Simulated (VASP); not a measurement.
# Fe (P6_3/mmc) in VASP: further runs

The runs below take Fe through single point, with r2SCAN.

Program: VASP 6.6.1. These are calculated values, not measurements. Logs are shortened: lines on timing, memory, paths and dates and some standing lists are left out, and cuts for length are marked.

### 1 The cell of the first run

The structure is hexagonal, space group P6_3/mmc (No. 194). Conventional cell: a = 2.573 Å, b = 2.573 Å, c = 4.439 Å, α = 90.00°, β = 90.00°, γ = 120.00°. Fe (site symmetry -6m2) has 12 Fe at 2.57 to 2.67 Å within 3.4 Å.

This isn't the form of Fe at room conditions, which is bcc.

### 2 Single point, r2SCAN, collinear spin, ferromagnetic start (12.72 Å³/atom)

Contents of POSCAR:

```
Fe
1.0
    2.5727247040      0.0000000000      0.0000000000
   -1.2863623520      2.2280449506      0.0000000000
    0.0000000000      0.0000000000      4.4391323797
Fe
2
Direct
    0.3333333333      0.6666666667      0.2500000000
    0.6666666667      0.3333333333      0.7500000000
```

Contents of INCAR.step1:

```
SYSTEM = Fe
PREC     = Accurate       ! precision mode
ENCUT    = 520            ! plane-wave cutoff, eV
ISMEAR   = -1             ! smearing method
SIGMA    = 0.05           ! smearing width, eV
LREAL    = .FALSE.        ! projectors in reciprocal space
LASPH    = .TRUE.         ! aspherical terms in the spheres
NELM     = 150            ! most SCF steps
ISPIN    = 2              ! spin polarisation
MAGMOM   = 2.896 2.896    ! initial moments
LMAXMIX  = 4              ! l up to which the mixer works
NBANDS   = 19             ! bands
GGA      = PE             ! functional
ALGO     = Normal         ! electronic algorithm
EDIFF    = 1E-4           ! SCF threshold, eV
LWAVE    = .TRUE.         ! write WAVECAR
LCHARG   = .FALSE.        ! write CHGCAR
```

Contents of INCAR.step2:

```
SYSTEM = Fe
PREC     = Accurate       ! precision mode
ENCUT    = 520            ! plane-wave cutoff, eV
EDIFF    = 1E-6           ! SCF threshold, eV
ISMEAR   = -1             ! smearing method
SIGMA    = 0.05           ! smearing width, eV
LREAL    = .FALSE.        ! projectors in reciprocal space
LASPH    = .TRUE.         ! aspherical terms in the spheres
NELM     = 150            ! most SCF steps
ALGO     = Normal         ! electronic algorithm
ISIF     = 2              ! what is computed and relaxed
LWAVE    = .FALSE.        ! write WAVECAR
LCHARG   = .FALSE.        ! write CHGCAR
ISPIN    = 2              ! spin polarisation
MAGMOM   = 2.896 2.896    ! initial moments
LORBIT   = 11             ! projections on sites
LMAXMIX  = 4              ! l up to which the mixer works
METAGGA  = R2SCAN         ! meta-GGA
LMIXTAU  = .TRUE.       
NBANDS   = 19             ! bands
ISTART   = 1
```

Contents of KPOINTS:

```
Automatic mesh
0
G
  16 16 8
  0 0 0
```

Potentials or basis: VASP PAW PBE potentials, release 64 (Fe).

Run with:

```sh
> cat potpaw_PBE.64/Fe/POTCAR > POTCAR
> cp INCAR.step1 INCAR
> mpirun -np 1 vasp_std > vasp.out
> cp INCAR.step2 INCAR
> mpirun -np 1 vasp_std > vasp.out
```

OUTCAR:

```text
SYSTEM = Fe
   PREC = Accurate
   ENCUT = 520
   EDIFF = 1E-6
   ISMEAR = -1
   LREAL = .FALSE.
   LASPH = .TRUE.
   NELM = 150
   ISIF = 2
   ISPIN = 2
   LORBIT = 11
   METAGGA = R2SCAN
   ISTART = 1

 ion  position               nearest neighbor table
   1  0.333  0.667  0.250-   2 2.67   2 2.67   2 2.67   2 2.67   2 2.67   2 2.67
   2  0.667  0.333  0.750-   1 2.67   1 2.67   1 2.67   1 2.67   1 2.67   1 2.67

  LATTYP: Found a hexagonal cell.
 ALAT       =     2.5727247040
 C/A-ratio  =     1.7254595382

  Lattice vectors:

 A1 = (   2.5727247040,   0.0000000000,   0.0000000000)
 A2 = (  -1.2863623520,   2.2280449506,   0.0000000000)
 A3 = (   0.0000000000,   0.0000000000,   4.4391323797)

Analysis of symmetry for initial positions (statically):
=====================================================================
 Subroutine PRICEL returns:
 Original cell was already a primitive cell.

 Routine SETGRP: Setting up the symmetry group for a
 hexagonal supercell.

 Subroutine GETGRP returns: Found 24 space group operations
 (whereof 12 operations were pure point group operations)
 out of a pool of 24 trial point group operations.

The static configuration has the point symmetry D_3d.
 The point group associated with its full space group is D_6h.

Analysis of symmetry for dynamics (positions and initial velocities):
=====================================================================
 Subroutine PRICEL returns:
 Original cell was already a primitive cell.

 Routine SETGRP: Setting up the symmetry group for a
 hexagonal supercell.

 Subroutine GETGRP returns: Found 24 space group operations
 (whereof 12 operations were pure point group operations)
 out of a pool of 24 trial point group operations.

The dynamic configuration has the point symmetry D_3d.
 The point group associated with its full space group is D_6h.

Analysis of structural, dynamic, and magnetic symmetry:
=====================================================================
 Subroutine PRICEL returns:
 Original cell was already a primitive cell.

 Routine SETGRP: Setting up the symmetry group for a
 hexagonal supercell.

 Subroutine GETGRP returns: Found 24 space group operations
 (whereof 12 operations were pure point group operations)
 out of a pool of 24 trial point group operations.

The overall configuration has the point symmetry D_3d.
 The point group associated with its full space group is D_6h.

 Subroutine INISYM returns: Found 24 space group operations
 (whereof 12 operations are pure point group operations),
 and found     1 'primitive' translations

----------------------------------------------------------------------------------------

                                     Primitive cell

  volume of cell :      25.4458

  direct lattice vectors                    reciprocal lattice vectors
     2.572724704  0.000000000  0.000000000     0.388692968  0.224411989  0.000000000
    -1.286362352  2.228044951  0.000000000     0.000000000  0.448823979  0.000000000
     0.000000000  0.000000000  4.439132380     0.000000000  0.000000000  0.225269245

  length of vectors
     2.572724704  2.572724704  4.439132380     0.448823979  0.448823979  0.225269245

  position of ions in fractional coordinates (direct lattice)
     0.333333333  0.666666667  0.250000000
     0.666666667  0.333333333  0.750000000

  ion indices of the primitive-cell ions
   primitive index   ion index
                 1           1
                 2           2

----------------------------------------------------------------------------------------

 KPOINTS: Automatic mesh

Automatic generation of k-mesh.
 Grid dimensions read from file:
 generate k-points for:   16   16    8

 Generating k-lattice:

  Cartesian coordinates                     Fractional coordinates (reciprocal lattice)
     0.024293310  0.014025749  0.000000000     0.062500000  0.000000000  0.000000000
     0.000000000  0.028051499  0.000000000     0.000000000  0.062500000  0.000000000
     0.000000000  0.000000000  0.028158656     0.000000000  0.000000000  0.125000000

  Length of vectors
     0.028051499  0.028051499  0.028158656

  Shift w.r.t. Gamma in fractional coordinates (k-lattice)
     0.000000000  0.000000000  0.000000000

 Subroutine IBZKPT returns following result:
 ===========================================

 Found    150 irreducible k-points:

 Following reciprocal coordinates:
            Coordinates               Weight
  0.000000  0.000000  0.000000      1.000000
  0.062500  0.000000  0.000000      6.000000
  0.125000  0.000000  0.000000      6.000000
  0.187500 -0.000000  0.000000      6.000000
  0.250000  0.000000  0.000000      6.000000
  0.312500 -0.000000  0.000000      6.000000
[... 16 lines left out ...]
  0.187500  0.187500  0.000000      6.000000
  0.250000  0.187500  0.000000     12.000000
 [... further k-points ...]
   k-points           NKPTS =    150   k-points in BZ     NKDIM =    150   number of bands    NBANDS=     19
   number of dos      NEDOS =    301   number of ions     NIONS =      2
   total plane-waves  NPLWV =  14400
   dimension x,y,z NGX =    20 NGY =   20 NGZ =   36
   dimension x,y,z NGXF=    40 NGYF=   40 NGZF=   72
   ions per type =               2
   NGX,Y,Z   is equivalent  to a cutoff of  12.92, 12.92, 13.48 a.u.
   NGXF,Y,Z  is equivalent  to a cutoff of  25.85, 25.85, 26.96 a.u.
 SYSTEM =  Fe
   PREC   = accura    normal or accurate (medium, high low for compatibility)
   ISTART =      1    job   : 0-new  1-cont  2-samecut
   ICHARG =      0    charge: 1-file 2-atom 10-const
   ISPIN  =      2    spin polarized calculation?
   LNONCOLLINEAR =      F non collinear calculations
   LSORBIT =      F    spin-orbit coupling
   LASPH  =      T    aspherical Exc in radial PAW
   ENCUT  =  520.0 eV  38.22 Ry    6.18 a.u.   4.78  4.78  8.25*2*pi/ulx,y,z
   NELM   =    150;   NELMIN=  2; NELMDL=  0     # of ELM steps
   EDIFF  = 0.1E-05   stopping-criterion for ELM
   LREAL  =      F    real-space projection
[... 7 lines left out ...]
   TEBEG  =    0.0;   TEEND  =   0.0 temperature during run
   PSTRESS=    0.0 pullay stress
   NELECT =      16.0000    total number of electrons
   NUPDOWN=      -1.0000    fix difference up-down
   EMIN   =  10.00;   EMAX   =-10.00  energy-range for DOS
   EFERMI =   0.00;   METHOD = LEGACY
   ISMEAR =    -1;   SIGMA  =   0.05  broadening in eV -4-tet -1-fermi 0-gaus
   EFERMI_NEDOS =   21; number of points for ismear=-14 and -15
   IALGO  =     38    algorithm
   IMIX   =      4    mixing-type and parameters
     AMIX     =   0.40;   BMIX     =  1.00
     AMIX_MAG =   1.60;   BMIX_MAG =  1.00
  volume/ion in A,a.u.               =      12.72        85.86
  Fermi-wavevector in a.u.,A,eV,Ry     =   1.402522  2.650382 26.763587  1.967068
  Thomas-Fermi vector in A             =   2.525275
   LORBIT       =     11    0 simple, 1 ext, 2 COOP (PROOUT), +10 PAW based schemes
   METAGGA = R2SCAN    functional components
   LHFCALC =     F    Hartree Fock is set to
   AEXX    =    0.0000 exact exchange contribution
   IVDW    =     0    specifies the selected vdW correction
   LEPSILON=     F    determine dielectric tensor
   LRPA    =     F    only Hartree local field effects (RPA)
 spin polarized calculation
  energy-cutoff  :      520.00
  volume of cell :       25.45
 maximum number of plane-waves:       713
 NGX is ok and might be reduce to    20
   NGX =  9   NGY =  9   NGZ = 17

 number of electron      16.0000001 magnetization       5.6810865

 Free energy of the ion-electron system (eV)
  ---------------------------------------------------
  ext. energy  EPLUGINS =         0.00000000
  ---------------------------------------------------
  free energy    TOTEN  =       -28.38218281 eV

  energy without entropy =      -28.36561652  energy(sigma->0) =      -28.37389966

 E-fermi :   5.2652     XC(G=0): -13.5185

 val. band max:        5.2619953649   @ k =   0.3750   0.2500   0.1250
 cond. band min:       5.2839570424   @ k =   0.1875  -0.0000   0.0000
 fundamental gap:      0.0219616775
 Fermi energy:         5.2651731521

 spin component 1

 k-point     1 :       0.0000    0.0000    0.0000
  band No.  band energies     occupation
      1      -3.4164      1.00000
      2      -0.1611      1.00000
      3       1.8443      1.00000
      4       1.8916      1.00000
      5       1.8916      1.00000
      6       2.1025      1.00000
[... 11 lines left out ...]
     18      29.3443      0.00000
     19      30.0739      0.00000

 k-point     2 :       0.0625    0.0000    0.0000
  band No.  band energies     occupation
      1      -3.2823      1.00000
      2      -0.0736      1.00000
      3       1.7525      1.00000
      4       1.9536      1.00000
      5       1.9733      1.00000
      6       2.0723      1.00000
[... 476 lines left out ...]
 k-point    24 :       0.2500    0.1875    0.0000
  band No.  band energies     occupation
      1       0.2649      1.00000
      2       0.4861      1.00000
      3       0.7649      1.00000
      4       1.1550      1.00000
      5       1.5529      1.00000
      6       2.0233      1.00000
[... 11 lines left out ...]
     18      22.4280      0.00000
     19      24.0548      0.00000

 [... further k-points ...]

 spin component 2

 k-point     1 :       0.0000    0.0000    0.0000
  band No.  band energies     occupation
      1      -3.8008      1.00000
      2       1.2375      1.00000
      3       3.8958      1.00000
      4       4.7202      0.99998
      5       5.6083      0.00105
      6       5.6083      0.00105
[... 11 lines left out ...]
     18      30.8342      0.00000
     19      31.4689      0.00000

 k-point     2 :       0.0625    0.0000    0.0000
  band No.  band energies     occupation
      1      -3.6621      1.00000
      2       1.3478      1.00000
      3       3.8310      1.00000
      4       4.7375      0.99997
      5       5.5530      0.00315
      6       5.6835      0.00023
[... 476 lines left out ...]
 k-point    24 :       0.2500    0.1875    0.0000
  band No.  band energies     occupation
      1       0.5860      1.00000
      2       3.2487      1.00000
      3       3.3340      1.00000
      4       3.6008      1.00000
      5       5.2444      0.60235
      6       5.6082      0.00105
[... 11 lines left out ...]
     18      23.5866      0.00000
     19      25.4538      0.00000

 [... further k-points ...]
[... 5 lines left out ...]
  --------------------------------------------------------------------------------------
  -------------------------------------------------------------------------------------
  Total       -1.0214885     -1.0214885     -0.8732202      0.0000000      0.0000000      0.0000000
  in kB      -64.3174327    -64.3174327    -54.9818075      0.0000000      0.0000000      0.0000000
  external PRESSURE =     -61.2055577 kB  Pullay stress =       0.0000000 kB

 VOLUME and BASIS-vectors are now :
 -----------------------------------------------------------------------------
  energy-cutoff  :      520.00
  volume of cell :       25.45
      direct lattice vectors                 reciprocal lattice vectors
     2.572724704  0.000000000  0.000000000     0.388692968  0.224411989  0.000000000
    -1.286362352  2.228044951  0.000000000     0.000000000  0.448823979  0.000000000
     0.000000000  0.000000000  4.439132380     0.000000000  0.000000000  0.225269245

 POSITION                                       TOTAL-FORCE (eV/Angst)
 -----------------------------------------------------------------------------------
     -0.00000      1.48536      1.10978        -0.000000     -0.000000      0.000000
      1.28636      0.74268      3.32935         0.000000      0.000000      0.000000
 -----------------------------------------------------------------------------------
    total drift:                               -0.000000      0.000000     -0.000000

  FREE ENERGIE OF THE ION-ELECTRON SYSTEM (eV)
  ---------------------------------------------------
  free  energy   TOTEN  =       -28.3821828065 eV

  energy  without entropy=      -28.3656165193  energy(sigma->0) =      -28.37389966

 total charge

# of ion       s       p       d       tot
------------------------------------------
    1        0.464   0.489   6.113   7.066
    2        0.464   0.489   6.113   7.066
--------------------------------------------------
tot          0.928   0.979  12.225  14.132

 magnetization (x)

# of ion       s       p       d       tot
------------------------------------------
    1       -0.007  -0.072   2.970   2.892
    2       -0.007  -0.072   2.970   2.892
--------------------------------------------------
tot         -0.013  -0.143   5.940   5.784
```

It took 14 min on 1 thread of Intel Xeon 8259CL, shared host; peak memory 0.24 GiB.

What came out:

| Quantity | Value |
| --- | --- |
| Free energy | -28.3822 eV |
| Pressure | -6.1 GPa |
| Net moment | 5.68 μB per cell |
| Site moments | Fe +2.89 μB |
| Valence electrons inside the program's atomic spheres | Fe 7.07 |

Stress tensor (GPa, compression positive):
```
-6.43  0.00  0.00
 0.00 -6.43  0.00
 0.00  0.00 -5.50
```

Caveat: the cell stands under tension; the PAW data sets were made with another functional, which shifts forces and pressure a little.

### 3 Single point, r2SCAN, collinear spin, ferromagnetic start (13.21 Å³/atom)

This run uses another cell than the first one, of 13.21 Å³/atom.

Contents of POSCAR:

```
Fe
1.0
    2.6052942970      0.0000000000      0.0000000000
   -1.3026471485      2.2562510455      0.0000000000
    0.0000000000      0.0000000000      4.4953298947
Fe
2
Direct
    0.3333333333      0.6666666667      0.2500000000
    0.6666666667      0.3333333333      0.7500000000
```

Contents of INCAR.step1:

```
PREC = Accurate ; ENCUT = 520
ISMEAR = -1 ; SIGMA = 0.05
LREAL = False ; LASPH = True
NELM = 150 ; ISPIN = 2
MAGMOM = 2.896 2.896 ; LMAXMIX = 4
NBANDS = 19 ; GGA = PE
ALGO = Normal ; EDIFF = 1E-4
LWAVE = True ; LCHARG = False
```

Contents of INCAR.step2:

```
PREC = Accurate ; ENCUT = 520
EDIFF = 1E-6 ; ISMEAR = -1
SIGMA = 0.05 ; LREAL = False
LASPH = True ; NELM = 150
ALGO = Normal ; ISIF = 2
LWAVE = False ; LCHARG = True
ISPIN = 2 ; MAGMOM = 2.896 2.896
LORBIT = 11 ; LMAXMIX = 4
METAGGA = R2SCAN ; LMIXTAU = True
LELF = True ; LVHAR = True
NBANDS = 19 ; ISTART = 1
```

Contents of KPOINTS:

```
regular mesh
0
Gamma
  16 16 8
```

Potentials or basis: VASP PAW PBE potentials, release 64 (Fe).

Run with:

```sh
> cat potpaw_PBE.64/Fe/POTCAR > POTCAR
> cp INCAR.step1 INCAR
> mpirun -np 1 vasp_std > vasp.out
> cp INCAR.step2 INCAR
> mpirun -np 1 vasp_std > vasp.out
```

Run time: 11 min. Hardware: 1 thread of Intel Xeon 8259CL, shared host; peak memory 0.24 GiB.

The run converged. Its results:

| Item | Value |
| --- | --- |
| Free energy | -28.3287 eV |
| Pressure | -11.2 GPa |
| Net moment | 5.70 μB per cell |
| Site moments | Fe +2.92 μB |
| Valence electrons inside the program's atomic spheres | Fe 7.00 |

Stress tensor (GPa, compression positive):
```
-11.87   0.00   0.00
  0.00 -11.87   0.00
  0.00   0.00  -9.98
```

Levels at points of the mesh, in eV from the Fermi level:
Spin up:
| k point | band 8 | band 9 | band 10 | band 11 | band 12 | band 13 | band 14 | band 15 |
| --- | --- | --- | --- | --- | --- | --- | --- | --- |
| (0.00, 0.00, 0.00) | -2.83 | -2.83 | -2.11 | -2.11 | -0.97 | 4.08 | 21.22 | 21.37 |
| (0.50, 0.00, 0.00) | -2.02 | -1.68 | -1.59 | 0.65 | 2.47 | 7.90 | 8.37 | 10.70 |
| (0.00, 0.00, 0.50) | -3.42 | -2.34 | -2.34 | -2.34 | -2.34 | 11.62 | 11.62 | 21.82 |
| (0.50, 0.00, 0.50) | -1.86 | -1.63 | -1.63 | 1.07 | 1.07 | 5.85 | 5.85 | 16.51 |
Spin down:
| k point | band 1 | band 2 | band 3 | band 4 | band 5 | band 6 | band 7 | band 8 | band 9 | band 10 |
| --- | --- | --- | --- | --- | --- | --- | --- | --- | --- | --- |
| (0.00, 0.00, 0.00) | -8.92 | -3.94 | -1.39 | -0.54 | 0.34 | 0.34 | 0.63 | 0.63 | 1.88 | 1.88 |
| (0.50, 0.00, 0.00) | -3.27 | -2.72 | -1.96 | -1.68 | -0.04 | 0.19 | 0.93 | 2.57 | 2.67 | 2.93 |
| (0.00, 0.00, 0.50) | -6.91 | -6.91 | -1.14 | -1.14 | 0.39 | 0.39 | 0.39 | 0.39 | 2.45 | 2.45 |
| (0.50, 0.00, 0.50) | -3.04 | -3.04 | -1.49 | -1.49 | 0.29 | 0.29 | 1.81 | 1.81 | 2.63 | 2.63 |

Caveat: the cell stands under tension; the PAW data sets were made with another functional, which shifts forces and pressure a little.

[end of part 1 of 2]
